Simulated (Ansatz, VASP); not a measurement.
Na: VASP beside Ansatz

Contents of INCAR:

```
PREC = Accurate
ENCUT = 520
EDIFF = 1E-7
ISMEAR = 0
SIGMA = 0.1
LREAL = False
LASPH = True
NELM = 100
ALGO = Normal
ISIF = 2
LWAVE = False
LCHARG = False
GGA = PE
NBANDS = 10
```

File KPOINTS:

```
Automatic mesh
0
Gamma
  6 6 6
```

File POSCAR:

```
Na
1.0
    6.7614424070      0.0000000000      0.0000000000
    0.0000000000      6.7614424070      0.0000000000
    0.0000000000      0.0000000000      6.7614424070
Na
1
Direct
    0.0000000000      0.0000000000      0.0000000000
```

Input for Ansatz:

```yaml
crystal:
  lattice:
    - [6.761442407, 0.0, 0.0]
    - [0.0, 6.761442407, 0.0]
    - [0.0, 0.0, 6.761442407]
  atoms:
    - { symbol: Na, position: [0.0, 0.0, 0.0] }
basis:
  ecutwfc: 420
kpoints:
  mp_grid: { grid: [6, 6, 6] }
hamiltonian:
  xc: pbe
scf:
  occupations: { method: gaussian, width: 0.1 }
output:
  forces: true
  stress: true
  eigenvalues: true
```

Alike in both runs: task single point; functional PBE; k mesh 6 × 6 × 6; occupations gaussian, width 0.1 eV; no spin polarisation.

|  | VASP | Ansatz |
| --- | --- | --- |
| version | VASP 6.6.1 | Ansatz 0.2.0 |
| potentials or method | VASP PAW PBE potentials, release 64 (Na_pv), cutoff 520 eV | scalar-relativistic, plane waves, PAW |
| valence electrons in the cell | 7 | 9 |

```tsv
	VASP	Ansatz	Ansatz less VASP
gap on the k mesh at the Fermi level (eV)	none	none	-
pressure (GPa)	-0.2	-0.2	0.00
```

A gap of «none» marks a metal or a gap that the smearing closes. With one functional, cell and mesh, what is left measures potentials, basis and numerics. VASP's potentials hold 7 valence electrons a cell and Ansatz's 9, so a difference there can come from the potentials and not from the codes.
